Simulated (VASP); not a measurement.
# AlNi (zincblende type) (F-43m) in VASP: further runs, part 2 of 2

VASP 6.6.1. Earlier steps stand in the parts before.

### Step 3. Relaxation of cell and atoms, PBE, target pressure 46 GPa, at which the enthalpy is minimised

This run uses another cell than the first one, of 13.61 Å³/atom.

File INCAR:

```
PREC = Accurate
ENCUT = 600
EDIFF = 1E-6
ISMEAR = -1
SIGMA = 0.08
LREAL = F
LASPH = T
NELM = 100
ALGO = Normal
ISIF = 3
LWAVE = F
LCHARG = F
GGA = PE
IBRION = 2
NSW = 32
EDIFFG = -0.005
PSTRESS = 460.0
```

File KPOINTS:

```
Automatic mesh
0
Gamma
  13 13 13
```

File POSCAR:

```
AlNi
1.0
    0.0000000000      2.3873949793      2.3873949793
    2.3873949793      0.0000000000      2.3873949793
    2.3873949793      2.3873949793      0.0000000000
Ni Al
1 1
Direct
    0.0000000000      0.0000000000      0.0000000000
    0.2500000000      0.2500000000      0.2500000000
```

Potentials or basis: VASP PAW PBE potentials, release 64 (Ni, Al).

Started as:

```
cat potpaw_PBE.64/Ni/POTCAR potpaw_PBE.64/Al/POTCAR > POTCAR
mpirun -np 1 vasp_std > vasp.out
```

OUTCAR:

```text
PREC = Accurate
   ENCUT = 600
   EDIFF = 1E-6
   ISMEAR = -1
   LREAL = F
   LASPH = T
   NELM = 100
   ISIF = 3
   GGA = PE
   IBRION = 2
   NSW = 32
   EDIFFG = -0.005
   PSTRESS = 460.0

 ion  position               nearest neighbor table
   1  0.000  0.000  0.000-   2 2.07   2 2.07   2 2.07   2 2.07
   2  0.250  0.250  0.250-   1 2.07   1 2.07   1 2.07   1 2.07

  LATTYP: Found a face centered cubic cell.
 ALAT       =     4.7747899586

  Lattice vectors:

 A1 = (   0.0000000000,   2.3873949793,   2.3873949793)
 A2 = (   2.3873949793,   0.0000000000,   2.3873949793)
 A3 = (   2.3873949793,   2.3873949793,   0.0000000000)

Analysis of symmetry for initial positions (statically):
=====================================================================
 Subroutine PRICEL returns:
 Original cell was already a primitive cell.

 Routine SETGRP: Setting up the symmetry group for a
 face centered cubic supercell.

 Subroutine GETGRP returns: Found 24 space group operations
 (whereof 24 operations were pure point group operations)
 out of a pool of 48 trial point group operations.

The static configuration has the point symmetry T_d .

Analysis of symmetry for dynamics (positions and initial velocities):
=====================================================================
 Subroutine PRICEL returns:
 Original cell was already a primitive cell.

 Routine SETGRP: Setting up the symmetry group for a
 face centered cubic supercell.

 Subroutine GETGRP returns: Found 24 space group operations
 (whereof 24 operations were pure point group operations)
 out of a pool of 48 trial point group operations.

The dynamic configuration has the point symmetry T_d .

 Subroutine INISYM returns: Found 24 space group operations
 (whereof 24 operations are pure point group operations),
 and found     1 'primitive' translations

----------------------------------------------------------------------------------------

                                     Primitive cell

  volume of cell :      27.2147

  direct lattice vectors                    reciprocal lattice vectors
     0.000000000  2.387394979  2.387394979    -0.209433296  0.209433296  0.209433296
     2.387394979  0.000000000  2.387394979     0.209433296 -0.209433296  0.209433296
     2.387394979  2.387394979  0.000000000     0.209433296  0.209433296 -0.209433296

  length of vectors
     3.376286358  3.376286358  3.376286358     0.362749110  0.362749110  0.362749110

  position of ions in fractional coordinates (direct lattice)
     0.000000000  0.000000000  0.000000000
     0.250000000  0.250000000  0.250000000

  ion indices of the primitive-cell ions
   primitive index   ion index
                 1           1
                 2           2

----------------------------------------------------------------------------------------

 KPOINTS: Automatic mesh

Automatic generation of k-mesh.
 Grid dimensions read from file:
 generate k-points for:   13   13   13

 Generating k-lattice:

  Cartesian coordinates                     Fractional coordinates (reciprocal lattice)
    -0.016110254  0.016110254  0.016110254     0.076923077  0.000000000  0.000000000
     0.016110254 -0.016110254  0.016110254     0.000000000  0.076923077  0.000000000
[... 47 lines left out ...]
   NGXF,Y,Z  is equivalent  to a cutoff of  27.57, 27.57, 27.57 a.u.
 SYSTEM =  unknown system
   PREC   = accura    normal or accurate (medium, high low for compatibility)
   ISTART =      0    job   : 0-new  1-cont  2-samecut
   ICHARG =      2    charge: 1-file 2-atom 10-const
   ISPIN  =      1    spin polarized calculation?
   LNONCOLLINEAR =      F non collinear calculations
   LSORBIT =      F    spin-orbit coupling
   LASPH  =      T    aspherical Exc in radial PAW
   ENCUT  =  600.0 eV  44.10 Ry    6.64 a.u.   6.74  6.74  6.74*2*pi/ulx,y,z
   NELM   =    100;   NELMIN=  2; NELMDL= -5     # of ELM steps
   EDIFF  = 0.1E-05   stopping-criterion for ELM
   LREAL  =      F    real-space projection
   EDIFFG = -.5E-02   stopping-criterion for IOM
   NSW    =     32    number of steps for IOM
   IBRION =      2    ionic relax: 0-MD 1-quasi-New 2-CG
   NFREE  =      1    steps in history (QN), initial steepest desc. (CG)
   ISIF   =      3    stress and relaxation
   ISYM   =      2    0-nonsym 1-usesym 2-fastsym
   POTIM  = 0.5000    time-step for ionic-motion
   TEBEG  =    0.0;   TEEND  =   0.0 temperature during run
   PSTRESS=  460.0 pullay stress
   NELECT =      13.0000    total number of electrons
   NUPDOWN=      -1.0000    fix difference up-down
   EMIN   =  10.00;   EMAX   =-10.00  energy-range for DOS
   EFERMI =   0.00;   METHOD = LEGACY
   ISMEAR =    -1;   SIGMA  =   0.08  broadening in eV -4-tet -1-fermi 0-gaus
   EFERMI_NEDOS =   21; number of points for ismear=-14 and -15
   IALGO  =     38    algorithm
   IMIX   =      4    mixing-type and parameters
     AMIX     =   0.40;   BMIX     =  1.00
     AMIX_MAG =   1.60;   BMIX_MAG =  1.00
  volume/ion in A,a.u.               =      13.61        91.83
  Fermi-wavevector in a.u.,A,eV,Ry     =   1.279740  2.418358 22.282723  1.637734
  Thomas-Fermi vector in A             =   2.412208
   LORBIT       =      0    0 simple, 1 ext, 2 COOP (PROOUT), +10 PAW based schemes
   GGA     = PE    functional components
   LHFCALC =     F    Hartree Fock is set to
   AEXX    =    0.0000 exact exchange contribution
   IVDW    =     0    specifies the selected vdW correction
   LEPSILON=     F    determine dielectric tensor
   LRPA    =     F    only Hartree local field effects (RPA)
 conjugate gradient relaxation of ions
 non-spin polarized calculation
  energy-cutoff  :      600.00
  volume of cell :       27.21
 maximum number of plane-waves:       928
   NGX = 13   NGY = 13   NGZ = 13

--------------------------------------- Ionic step        1  -------------------------------------------

 number of electron      12.9999996 magnetization

 Free energy of the ion-electron system (eV)
  ---------------------------------------------------
  ext. energy  EPLUGINS =         0.00000000
  ---------------------------------------------------
  free energy    TOTEN  =        -7.08420232 eV

  energy without entropy =       -7.07332027  energy(sigma->0) =       -7.07876130

------------------------ aborting loop because EDIFF is reached ----------------------------------------

  FORCE on cell =-STRESS in cart. coord.  units (eV):
  Direction    XX          YY          ZZ          XY          YZ          ZX
  --------------------------------------------------------------------------------------
  -------------------------------------------------------------------------------------
  Total        7.7850144      7.7850144      7.7850144      0.0000000      0.0000000     -0.0000000
  in kB      458.3182806    458.3182806    458.3182806      0.0000000      0.0000000     -0.0000000
  external PRESSURE =      -1.6817194 kB  Pullay stress =     460.0000000 kB
[... 63 lines left out ...]
--------------------------------------- Ionic step        3  -------------------------------------------

 number of electron      12.9999996 magnetization

 Free energy of the ion-electron system (eV)
  ---------------------------------------------------
  ext. energy  EPLUGINS =         0.00000000
  ---------------------------------------------------
  free energy    TOTEN  =        -7.07808487 eV

  energy without entropy =       -7.06721207  energy(sigma->0) =       -7.07264847

 E-fermi :   7.9399     XC(G=0): -11.1732

 val. band max:        7.9370778594   @ k =  -0.4615   0.3846   0.0769
 cond. band min:       7.9619900330   @ k =   0.3846   0.0769   0.0000
 fundamental gap:      0.0249121736
 Fermi energy:         7.9399150228

 k-point     1 :       0.0000    0.0000    0.0000
  band No.  band energies     occupation
      1      -1.7222      2.00000
      2       5.0257      2.00000
      3       5.0257      2.00000
      4       5.0257      2.00000
      5       5.7921      2.00000
      6       5.7921      2.00000
      7      16.2658      0.00000
      8      16.2658      0.00000
      9      16.2658      0.00000
     10      18.1125      0.00000
[... 287 lines left out ...]
 k-point    24 :       0.4615    0.1538    0.0000
  band No.  band energies     occupation
      1       1.6837      2.00000
      2       4.1916      2.00000
      3       5.0408      2.00000
      4       5.2841      2.00000
      5       6.0002      2.00000
      6       6.0366      2.00000
      7       7.2441      1.99967
      8      12.4773      0.00000
      9      12.7294      0.00000
     10      16.0349      0.00000

 [... further k-points ...]

------------------------ aborting loop because EDIFF is reached ----------------------------------------

  FORCE on cell =-STRESS in cart. coord.  units (eV):
  Direction    XX          YY          ZZ          XY          YZ          ZX
  --------------------------------------------------------------------------------------
  -------------------------------------------------------------------------------------
  Total        7.8129122      7.8129122      7.8129122     -0.0000000      0.0000000     -0.0000000
  in kB      460.3216136    460.3216136    460.3216136     -0.0000000      0.0000000     -0.0000000
  external PRESSURE =       0.3216136 kB  Pullay stress =     460.0000000 kB
[... 21 lines left out ...]
  energy  without entropy=       -7.0672120746  energy(sigma->0) =       -7.07264847

  enthalpy is  TOTEN    =         0.7293686383 eV   P V=        7.8074535075

 reached required accuracy - stopping structural energy minimisation
```

CONTCAR:

```text
AlNi
   1.00000000000000
     0.0000000000000000    2.3867708252538993    2.3867708252538993
     2.3867708252538993    0.0000000000000000    2.3867708252538993
     2.3867708252538993    2.3867708252538993   -0.0000000000000000
  Ni              Al
     1     1
Direct
     0.0000000000000000    0.0000000000000000    0.0000000000000000
     0.2500000000000000    0.2500000000000000    0.2500000000000000

  0.00000000E+00  0.00000000E+00  0.00000000E+00
  0.00000000E+00  0.00000000E+00  0.00000000E+00
```

Run time: 83 s. Hardware: 1 thread of Intel Xeon 8259CL, shared host; peak memory 0.18 GiB.

Results:

```
Free energy                                                : -7.0781 eV
Relaxed volume                                             : 13.60 Å³/atom
Relaxed cell                                               : a = 3.375 Å, b = 3.375 Å, c = 3.375 Å, α = 60.00°, β = 60.00°, γ = 60.00°
Space group after relaxing (to 0.1 Å)                      : F-43m (No. 216)
Energy change on relaxing (the run minimises the enthalpy) : +3.1 meV/atom
Ionic steps                                                : 3
Pressure after relaxing                                    : 46.0 GPa
Band gap on the k mesh                                     : zero (an odd number of electrons rules out a gap without spin polarisation)
```

The path:
```csv
step,energy change (eV),largest force (eV/Å),pressure (GPa),volume (Å³)
1,0.0000,0.0000,45.83,27.21
2,0.0162,0.0000,46.36,27.16
3,0.0061,0.0000,46.03,27.19
```

Final structure:
```xyz
2
Lattice="0.0000 2.3868 2.3868 2.3868 0.0000 2.3868 2.3868 2.3868 0.0000" Properties=species:S:1:pos:R:3 pbc="T T T"
Ni    0.0000    0.0000    0.0000
Al    1.1934    1.1934    1.1934
```

Levels at points of the mesh, in eV from the Fermi level:
```
           k point  band 2  band 3  band 4  band 5  band 6  band 7  band 8  band 9  band 10
(0.00, 0.00, 0.00)   -2.91   -2.91   -2.91   -2.15   -2.15    8.33    8.33    8.33    10.17
```

Caveat: the cell is relaxed towards a set pressure, so the run minimises the enthalpy, not the energy. Spin polarisation is off, so any magnetic state and its effect on volume and gap are missing.

The gap in the log of VASP goes by the Fermi energy; the results here count the filled bands.